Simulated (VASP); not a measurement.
# SiO2 (I4/mmm) in VASP: further runs

The runs below take SiO2 through single point, with PBE.

Program: VASP 6.6.1. These are calculated values, not measurements. Logs are shortened: lines on timing, memory, paths and dates and some standing lists are left out, and cuts for length are marked.

## 1. The cell of the first run

Symmetry: I4/mmm, No. 139, tetragonal system. Conventional cell: a = 9.005 Å, b = 9.005 Å, c = 5.276 Å, α = 90.00°, β = 90.00°, γ = 90.00°. Si (site symmetry m2m) has 4 O at 1.61 to 1.62 Å within 2.1 Å. Within 2.1 Å of O (site symmetry 2/m) lie 2 Si at 1.61 Å. O (site symmetry m2m) has 2 Si at 1.62 Å within 2.2 Å.

The cell was generated, and may not be a known phase.

## 2. Single point, PBE

The input, INCAR:

```
SYSTEM = SiO2
  ALGO = Normal
  EDIFF = 1E-6
  ENCUT = 520
  GGA = PE
  ISIF = 2
  ISMEAR = 0
  LASPH = .TRUE.
  LCHARG = .FALSE.
  LREAL = .FALSE.
  LWAVE = .FALSE.
  NBANDS = 44
  NELM = 100
  PREC = Accurate
  SIGMA = 0.1
```

The input, KPOINTS:

```
k-points
0
G
  4 4 4
  0 0 0
```

The input, POSCAR:

```
SiO2
1.0
   -4.5023336723      4.5023336723      2.6381865744
    4.5023336723     -4.5023336723      2.6381865744
    4.5023336723      4.5023336723     -2.6381865744
Si O
4 8
Direct
    0.6769934389      0.6769946099      0.3539880488
    0.3230065611      0.3230053901      0.6460119512
    0.3230053901      0.6769934389     -0.0000011710
    0.6769946099      0.3230065611      0.0000011710
    0.5000000000      0.5000000000      0.5000000000
    0.0000000000      0.0000000000      0.5000000000
    0.4999994431      0.7096137238      0.2096131668
    0.7096137238      0.5000005569      0.2096142807
    0.2903862762      0.4999994431      0.7903857193
    0.5000005569      0.2903862762      0.7903868332
    0.0000000000      0.5000000000      0.0000000000
    0.5000000000      0.0000000000      0.0000000000
```

Potentials or basis: VASP PAW PBE potentials, release 64 (Si, O).

Run with:

```console
$ cat potpaw_PBE.64/Si/POTCAR potpaw_PBE.64/O/POTCAR > POTCAR
$ mpirun -np 1 vasp_std > vasp.out
```

OUTCAR:

```text
SYSTEM = SiO2
   EDIFF = 1E-6
   ENCUT = 520
   GGA = PE
   ISIF = 2
   ISMEAR = 0
   LASPH = .TRUE.
   LREAL = .FALSE.
   NELM = 100
   PREC = Accurate

 ion  position               nearest neighbor table
   1  0.677  0.677  0.354-   5 1.61   6 1.61   7 1.62   8 1.62
   2  0.323  0.323  0.646-   5 1.61   6 1.61  10 1.62   9 1.62
   3  0.323  0.677  1.000-  11 1.61  12 1.61   9 1.62   7 1.62
   4  0.677  0.323  0.000-  11 1.61  12 1.61   8 1.62  10 1.62
   5  0.500  0.500  0.500-   1 1.61   2 1.61
   6  0.000  0.000  0.500-   1 1.61   2 1.61
   7  0.500  0.710  0.210-   1 1.62   3 1.62
   8  0.710  0.500  0.210-   4 1.62   1 1.62
   9  0.290  0.500  0.790-   3 1.62   2 1.62
  10  0.500  0.290  0.790-   2 1.62   4 1.62
  11  0.000  0.500  0.000-   3 1.61   4 1.61
  12  0.500  0.000  0.000-   3 1.61   4 1.61

  LATTYP: Found a body centered tetragonal cell.
 ALAT       =     9.0046673446
 C/A-ratio  =     0.5859598081

  Lattice vectors:

 A1 = (  -4.5023336723,   4.5023336723,   2.6381865744)
 A2 = (   4.5023336723,  -4.5023336723,   2.6381865744)
 A3 = (   4.5023336723,   4.5023336723,  -2.6381865744)

Analysis of symmetry for initial positions (statically):
=====================================================================
 Subroutine PRICEL returns:
 Original cell was already a primitive cell.

 Routine SETGRP: Setting up the symmetry group for a
 body centered tetragonal supercell.

 Subroutine GETGRP returns: Found 16 space group operations
 (whereof 16 operations were pure point group operations)
 out of a pool of 16 trial point group operations.

The static configuration has the point symmetry D_4h.

Analysis of symmetry for dynamics (positions and initial velocities):
=====================================================================
 Subroutine PRICEL returns:
 Original cell was already a primitive cell.

 Routine SETGRP: Setting up the symmetry group for a
 body centered tetragonal supercell.

 Subroutine GETGRP returns: Found 16 space group operations
 (whereof 16 operations were pure point group operations)
 out of a pool of 16 trial point group operations.

The dynamic configuration has the point symmetry D_4h.

 Subroutine INISYM returns: Found 16 space group operations
 (whereof 16 operations are pure point group operations),
 and found     1 'primitive' translations

----------------------------------------------------------------------------------------

                                     Primitive cell

  volume of cell :     213.9148

  direct lattice vectors                    reciprocal lattice vectors
    -4.502333672  4.502333672  2.638186574     0.000000000  0.111053519  0.189524124
     4.502333672 -4.502333672  2.638186574     0.111053519  0.000000000  0.189524124
     4.502333672  4.502333672 -2.638186574     0.111053519  0.111053519  0.000000000

  length of vectors
     6.892172763  6.892172763  6.892172763     0.219664011  0.219664011  0.157053393

  position of ions in fractional coordinates (direct lattice)
     0.676993439  0.676994610  0.353988049
     0.323006561  0.323005390  0.646011951
     0.323005390  0.676993439  0.999998829
     0.676994610  0.323006561  0.000001171
     0.500000000  0.500000000  0.500000000
     0.000000000  0.000000000  0.500000000
     0.499999443  0.709613724  0.209613167
     0.709613724  0.500000557  0.209614281
     0.290386276  0.499999443  0.790385719
     0.500000557  0.290386276  0.790386833
     0.000000000  0.500000000  0.000000000
     0.500000000  0.000000000  0.000000000

  ion indices of the primitive-cell ions
   primitive index   ion index
                 1           1
                 2           2
                 3           3
                 4           4
                 5           5
                 6           6
                 7           7
                 8           8
                 9           9
                10          10
                11          11
                12          12

----------------------------------------------------------------------------------------

 KPOINTS: k-points

Automatic generation of k-mesh.
 Grid dimensions read from file:
 generate k-points for:    4    4    4

 Generating k-lattice:

  Cartesian coordinates                     Fractional coordinates (reciprocal lattice)
     0.000000000  0.027763380  0.047381031     0.250000000  0.000000000  0.000000000
     0.027763380  0.000000000  0.047381031     0.000000000  0.250000000  0.000000000
     0.027763380  0.027763380  0.000000000     0.000000000  0.000000000  0.250000000

  Length of vectors
     0.054916003  0.054916003  0.039263348

  Shift w.r.t. Gamma in fractional coordinates (k-lattice)
     0.000000000  0.000000000  0.000000000

 Subroutine IBZKPT returns following result:
 ===========================================

 Found     13 irreducible k-points:

 Following reciprocal coordinates:
            Coordinates               Weight
  0.000000  0.000000  0.000000      1.000000
  0.250000  0.000000  0.000000      8.000000
  0.500000  0.000000  0.000000      4.000000
  0.250000  0.250000  0.000000      8.000000
  0.500000  0.250000 -0.000000     16.000000
 -0.250000  0.250000  0.000000      4.000000
  0.500000  0.500000  0.000000      2.000000
  0.250000  0.250000  0.250000      2.000000
 -0.250000  0.250000  0.250000      4.000000
  0.500000  0.500000  0.250000      4.000000
 -0.250000  0.500000  0.250000      8.000000
 -0.250000 -0.250000  0.250000      2.000000
  0.500000  0.500000  0.500000      1.000000
   k-points           NKPTS =     13   k-points in BZ     NKDIM =     13   number of bands    NBANDS=     44
   number of dos      NEDOS =    301   number of ions     NIONS =     12
   total plane-waves  NPLWV = 157464
   dimension x,y,z NGX =    54 NGY =   54 NGZ =   54
   dimension x,y,z NGXF=   108 NGYF=  108 NGZF=  108
   ions per type =               4   8
   NGX,Y,Z   is equivalent  to a cutoff of  13.03, 13.03, 13.03 a.u.
   NGXF,Y,Z  is equivalent  to a cutoff of  26.05, 26.05, 26.05 a.u.
 SYSTEM =  SiO2
   PREC   = accura    normal or accurate (medium, high low for compatibility)
   ISTART =      0    job   : 0-new  1-cont  2-samecut
   ICHARG =      2    charge: 1-file 2-atom 10-const
   ISPIN  =      1    spin polarized calculation?
   LNONCOLLINEAR =      F non collinear calculations
   LSORBIT =      F    spin-orbit coupling
   LASPH  =      T    aspherical Exc in radial PAW
   ENCUT  =  520.0 eV  38.22 Ry    6.18 a.u.  12.81 12.81 12.81*2*pi/ulx,y,z
   NELM   =    100;   NELMIN=  2; NELMDL= -5     # of ELM steps
   EDIFF  = 0.1E-05   stopping-criterion for ELM
   LREAL  =      F    real-space projection
   EDIFFG = 0.1E-04   stopping-criterion for IOM
   NSW    =      0    number of steps for IOM
   IBRION =     -1    ionic relax: 0-MD 1-quasi-New 2-CG
   NFREE  =      0    steps in history (QN), initial steepest desc. (CG)
   ISIF   =      2    stress and relaxation
   ISYM   =      2    0-nonsym 1-usesym 2-fastsym
   POTIM  = 0.5000    time-step for ionic-motion
   TEBEG  =    0.0;   TEEND  =   0.0 temperature during run
   PSTRESS=    0.0 pullay stress
   NELECT =      64.0000    total number of electrons
   NUPDOWN=      -1.0000    fix difference up-down
   EMIN   =  10.00;   EMAX   =-10.00  energy-range for DOS
   EFERMI =   0.00;   METHOD = LEGACY
   ISMEAR =     0;   SIGMA  =   0.10  broadening in eV -4-tet -1-fermi 0-gaus
   EFERMI_NEDOS =   21; number of points for ismear=-14 and -15
   IALGO  =     38    algorithm
   IMIX   =      4    mixing-type and parameters
     AMIX     =   0.40;   BMIX     =  1.00
     AMIX_MAG =   1.60;   BMIX_MAG =  1.00
  volume/ion in A,a.u.               =      17.83       120.30
  Fermi-wavevector in a.u.,A,eV,Ry     =   1.094934  2.069125 16.311754  1.198880
  Thomas-Fermi vector in A             =   2.231248
   LORBIT       =      0    0 simple, 1 ext, 2 COOP (PROOUT), +10 PAW based schemes
   GGA     = PE    functional components
   LHFCALC =     F    Hartree Fock is set to
   AEXX    =    0.0000 exact exchange contribution
   IVDW    =     0    specifies the selected vdW correction
   LEPSILON=     F    determine dielectric tensor
   LRPA    =     F    only Hartree local field effects (RPA)
 non-spin polarized calculation
 Gauss-broadening in eV      SIGMA  =   0.10
  energy-cutoff  :      520.00
  volume of cell :      213.91
 maximum number of plane-waves:      5794
 NGX is ok and might be reduce to    54
   NGX = 25   NGY = 25   NGZ = 25

 number of electron      64.0000017 magnetization

 Free energy of the ion-electron system (eV)
  ---------------------------------------------------
  ext. energy  EPLUGINS =         0.00000000
  ---------------------------------------------------
  free energy    TOTEN  =       -94.86192655 eV

  energy without entropy =      -94.86192655  energy(sigma->0) =      -94.86192655

 E-fermi :  -0.6994     XC(G=0):  -7.2621

 val. band max:       -1.1999599234   @ k =   0.0000   0.0000   0.0000
 cond. band min:       4.1568166121   @ k =   0.0000   0.0000   0.0000
 fundamental gap:      5.3567765355
 Fermi energy:        -0.6994366467

 k-point     1 :       0.0000    0.0000    0.0000
  band No.  band energies     occupation
      1     -20.5579      2.00000
      2     -19.7090      2.00000
      3     -19.1986      2.00000
      4     -19.1986      2.00000
      5     -18.6029      2.00000
      6     -18.5815      2.00000
[... 36 lines left out ...]
     43       9.7247      0.00000
     44       9.8638      0.00000
[... 523 lines left out ...]
      4     -18.6031      2.00000
      5     -18.5914      2.00000
      6     -18.5723      2.00000
[... 36 lines left out ...]
     43       9.2185      0.00000
     44      10.0925      0.00000

------------------------ aborting loop because EDIFF is reached ----------------------------------------

  FORCE on cell =-STRESS in cart. coord.  units (eV):
  Direction    XX          YY          ZZ          XY          YZ          ZX
  --------------------------------------------------------------------------------------
  -------------------------------------------------------------------------------------
  Total        0.1373480      0.1373480     -0.0377770      0.0000000     -0.0000000     -0.0000000
  in kB        1.0287079      1.0287079     -0.2829422      0.0000000     -0.0000000     -0.0000000
  external PRESSURE =       0.5914912 kB  Pullay stress =       0.0000000 kB

 VOLUME and BASIS-vectors are now :
 -----------------------------------------------------------------------------
  energy-cutoff  :      520.00
  volume of cell :      213.91
      direct lattice vectors                 reciprocal lattice vectors
    -4.502333672  4.502333672  2.638186574     0.000000000  0.111053519  0.189524124
     4.502333672 -4.502333672  2.638186574     0.111053519  0.000000000  0.189524124
     4.502333672  4.502333672 -2.638186574     0.111053519  0.111053519  0.000000000

 POSITION                                       TOTAL-FORCE (eV/Angst)
 -----------------------------------------------------------------------------------
      1.59378      1.59377      2.63819         0.016858      0.016858     -0.000000
      2.90856      2.90857      0.00000        -0.016858     -0.016858      0.000000
      6.09610      2.90856      0.00000         0.016858     -0.016858     -0.000000
     -1.59377      1.59378      2.63819        -0.016858      0.016858      0.000000
      2.25117      2.25117      1.31909         0.000000     -0.000000     -0.000000
      2.25117      2.25117     -1.31909         0.000000     -0.000000     -0.000000
      1.88750     -0.00001      2.63819        -0.013611     -0.000000      0.000000
      0.00001      1.88750      2.63819        -0.000000     -0.013611      0.000000
      4.50233      2.61483      0.00000         0.000000      0.013611     -0.000000
      2.61483      4.50234     -0.00000         0.013611      0.000000     -0.000000
      2.25117     -2.25117      1.31909         0.000000     -0.000000     -0.000000
     -2.25117      2.25117      1.31909         0.000000     -0.000000     -0.000000
 -----------------------------------------------------------------------------------
    total drift:                               -0.000000      0.000000     -0.000000

  FREE ENERGIE OF THE ION-ELECTRON SYSTEM (eV)
  ---------------------------------------------------
  free  energy   TOTEN  =       -94.8619265507 eV

  energy  without entropy=      -94.8619265507  energy(sigma->0) =      -94.86192655
```

Run time: 6.3 min. Hardware: 1 thread of Intel Xeon 8259CL, shared host; peak memory 0.42 GiB.

What came out:

- Free energy: -94.8619 eV
- Pressure: 0.1 GPa
- Largest force: 0.024 eV/Å
- Band gap on the k mesh: 5.36 eV

Forces in eV/Å, atoms in the order of the input:
```
Si   0.017  0.017  0.000
Si  -0.017 -0.017  0.000
Si   0.017 -0.017  0.000
Si  -0.017  0.017  0.000
O    0.000  0.000  0.000
O    0.000  0.000  0.000
O   -0.014  0.000  0.000
O    0.000 -0.014  0.000
O    0.000  0.014  0.000
O    0.014  0.000  0.000
O    0.000  0.000  0.000
O    0.000  0.000  0.000
```

Stress tensor (GPa, compression positive):
```
 0.10  0.00  0.00
 0.00  0.10  0.00
 0.00  0.00 -0.03
```

Levels at points of the mesh, in eV from the valence-band top:
```csv
k point,band 28,band 29,band 30,band 31,band 32,band 33,band 34,band 35,band 36,band 37
"(0.00, 0.00, 0.00)",-1.34,-0.82,-0.66,-0.02,0.00,5.36,8.25,8.39,8.62,9.10
"(0.50, 0.00, 0.00)",-1.10,-1.06,-0.74,-0.57,-0.25,7.51,7.69,8.59,8.70,9.16
"(0.50, 0.50, 0.00)",-0.72,-0.44,-0.38,-0.37,-0.24,6.50,6.89,8.48,8.75,9.25
"(0.50, 0.50, 0.50)",-0.98,-0.98,-0.19,0.00,0.00,7.44,7.44,7.57,8.02,8.59
```

[end of part 1 of 2]
